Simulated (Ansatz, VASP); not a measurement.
**TiSi2: VASP beside Ansatz**

The input INCAR:

```
SYSTEM = TiSi2
PREC = Accurate
ENCUT = 520
EDIFF = 1E-6
ISMEAR = -1
SIGMA = 0.08
LREAL = .False.
LASPH = .True.
NELM = 60
ALGO = Normal
ISIF = 2
LWAVE = .False.
LCHARG = .True.
GGA = PS
LELF = .True.
LVHAR = .True.
NBANDS = 29
```

KPOINTS

```
Automatic mesh
0
Gamma
  8 8 8
  0 0 0
```

Contents of POSCAR:

```
TiSi2
1.0
    0.0000000000      4.0623445288      4.2039051019
    2.3542460462      0.0000000000      4.2039051019
    2.3542460462      4.0623445288      0.0000000000
Ti Si
2 4
Direct
    0.7500000000      0.7500000000      0.7500000000
    0.5000000000      0.5000000000      0.5000000000
    0.0830000000      0.4170000000      0.0830000000
    0.4170000000      0.0830000000      0.4170000000
    0.1670000000      0.8330000000      0.1670000000
    0.8330000000      0.1670000000      0.8330000000
```

Input for Ansatz:

```yaml
crystal:
  lattice:
    - [0.0, 4.0623445288, 4.2039051019]
    - [2.3542460462, 0.0, 4.2039051019]
    - [2.3542460462, 4.0623445288, 0.0]
  atoms:
    - { symbol: Ti, position: [0.75, 0.75, 0.75] }
    - { symbol: Ti, position: [0.5, 0.5, 0.5] }
    - { symbol: Si, position: [0.083, 0.417, 0.083] }
    - { symbol: Si, position: [0.417, 0.083, 0.417] }
    - { symbol: Si, position: [0.167, 0.833, 0.167] }
    - { symbol: Si, position: [0.833, 0.167, 0.833] }
kpoints:
  mp_grid: { grid: [8, 8, 8] }
  band_path:
    path:
      - [0.0, 0.0, 0.0]
      - [0.5, 0.0, 0.5]
      - [1.0, 0.5, 0.5]
      - [0.5, 0.5, 0.0]
      - [0.0, 0.0, 0.0]
      - [0.0, 0.4123673781, 0.4123673781]
      - [1.0, 0.5876326219, 0.5876326219]
      - [1.0, 0.5, 0.5]
      - [0.5, 0.0, 0.5]
    npoints: 5
scf:
  occupations: { method: fermi_dirac, width: 0.08 }
hamiltonian:
  xc: pbesol
  pseudopotentials: { kind: all_electron, lapw: { basis_error: 0.0005 } }
output:
  forces: true
  stress: true
  eigenvalues: true
```

Change from the starting cell: volume scaled by 0.96.

Alike in both runs: task single point; functional PBEsol; k mesh 8 × 8 × 8; occupations fermi-dirac, width 0.08 eV; no spin polarisation.

```csv
,VASP,Ansatz
version,VASP 6.6.1,Ansatz 0.2.0
potentials or method,"VASP PAW PBE potentials, release 64 (Ti_sv, Si), cutoff 520 eV","all-electron LAPW, scalar-relativistic"
```

VASP gave:

| Property | Result |
| --- | --- |
| pressure (GPa) | 5.0 |
| traceless stress, the component that is largest in VASP (GPa) | -1.38 |
| rms of the force components (eV/Å) | 0.086 |

Q: What did Ansatz give for the same quantities?

A: Pressure (GPa): 4.8; traceless stress, the component that is largest in VASP (GPa): -1.33; rms of the force components (eV/Å): 0.086.

VASP's potentials were made for PBE, not for PBEsol. Atom by atom the forces differ by 0.000 eV/Å (rms over components). Ansatz ran all-electron here, and VASP with PAW potentials.
